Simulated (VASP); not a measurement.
Wanted: the native input for a VASP 6.6.1 run.

| Item | Value |
| --- | --- |
| Task | single point |
| Functional | PBE |
| Potentials or basis | VASP PAW PBE potentials, release 64 (Rb_sv, Cl) |
| Cutoff | 500 eV |
| k mesh | 6 × 6 × 6 |
| Occupations | gaussian, width 0.02 eV |
| Spin | no spin polarisation |
| Dipole correction | no |
| Further INCAR settings | ALGO = Normal; EDIFF = 1e-06; NBANDS = 15 |

The structure of RbCl lies in POSCAR:

```
RbCl
1.0
    0.0000000000      3.1938793016      3.1938793016
    3.1938793016      0.0000000000      3.1938793016
    3.1938793016      3.1938793016      0.0000000000
Rb Cl
1 1
Direct
    0.0000000000      0.0000000000      0.0000000000
    0.5000000000      0.5000000000      0.5000000000
```

This cell differs from its parent crystal: Br replaced by Cl, lengths x 0.968, strained.

These files were run (other wordings do the same):

INCAR

```
SYSTEM = RbCl
PREC     = Accurate       ! precision mode
ENCUT    = 500            ! plane-wave cutoff, eV
EDIFF    = 1E-6           ! SCF threshold, eV
ISMEAR   = 0              ! smearing method
SIGMA    = 0.02           ! smearing width, eV
LREAL    = .FALSE.        ! projectors in reciprocal space
LASPH    = .TRUE.         ! aspherical terms in the spheres
NELM     = 120            ! most SCF steps
ALGO     = Normal         ! electronic algorithm
ISIF     = 2              ! what is computed and relaxed
LWAVE    = .FALSE.        ! write WAVECAR
LCHARG   = .TRUE.         ! write CHGCAR
GGA      = PE             ! functional
LELF     = .TRUE.         ! ELF
LVHAR    = .TRUE.       
NBANDS   = 15             ! bands
GGA_COMPAT= .FALSE.
```

KPOINTS

```
Automatic mesh
0
G
  6 6 6
  0 0 0
```

Potentials or basis: VASP PAW PBE potentials, release 64 (Rb_sv, Cl).

Command:

```console
$ cat potpaw_PBE.64/Rb_sv/POTCAR potpaw_PBE.64/Cl/POTCAR > POTCAR
$ mpirun -np 1 vasp_std > vasp.out
```

Results of the run:

```
Pressure               : 2.9 GPa
Band gap on the k mesh : 5.30 eV, direct
```

Caveat: the cell differs from its parent crystal (Br replaced by Cl, lengths x 0.968, strained).

It took 28 s on 1 thread of Intel Xeon 8259CL, with other jobs on the host, peak memory 0.2 GiB.
